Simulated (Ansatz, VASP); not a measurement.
LuB2Os2 in VASP and in Ansatz

```
Os Lu B
1.0
     0.00000    3.78671    0.00000
     3.78671    0.00000    0.00000
     1.89336    1.89336   -4.39980
Os Lu B
2 1 2
Cartesian
  1.8934 3.7867 -2.1999
  3.7867 1.8934 -2.1999
  0.0000 0.0000 0.0000
  1.8934 1.8934 -1.1000
  3.7867 3.7867 -3.2999
```

Alike in both runs: task single point; functional RPBE; k mesh 5 × 5 × 5; no spin polarisation.

|  | VASP | Ansatz |
| --- | --- | --- |
| version | VASP 6.6.1 | Ansatz 0.2.0 |
| potentials or method | VASP PAW PBE potentials, release 64 (Os_sv_GW, Lu, B), cutoff 560 eV | PAW plane waves |
| occupations | fermi-dirac, width 0.1 eV | fermi-dirac |
| valence electrons in the cell | 63 | 63 |

Ansatz gave:

| Quantity | Value |
| --- | --- |
| gap on the k mesh at the Fermi level (eV) | none |
| pressure (GPa) | 17.4 |
| traceless stress, the component that is largest in VASP (GPa) | 3.97 |
| rms of the force components (eV/Å) | 0.255 |

Problem. Estimate VASP's values.

Solution. gap on the k mesh at the Fermi level (eV): none; pressure (GPa): 17.2; traceless stress, the component that is largest in VASP (GPa): 3.98; rms of the force components (eV/Å): 0.259.

VASP's potentials were made for PBE, not for RPBE. Atom by atom the forces differ by 0.004 eV/Å (rms over components). A gap of «none» marks a metal or a gap that the smearing closes.

The k mesh is coarse, so the values compare programs but aren't converged. Neither program's run includes spin-orbit coupling.
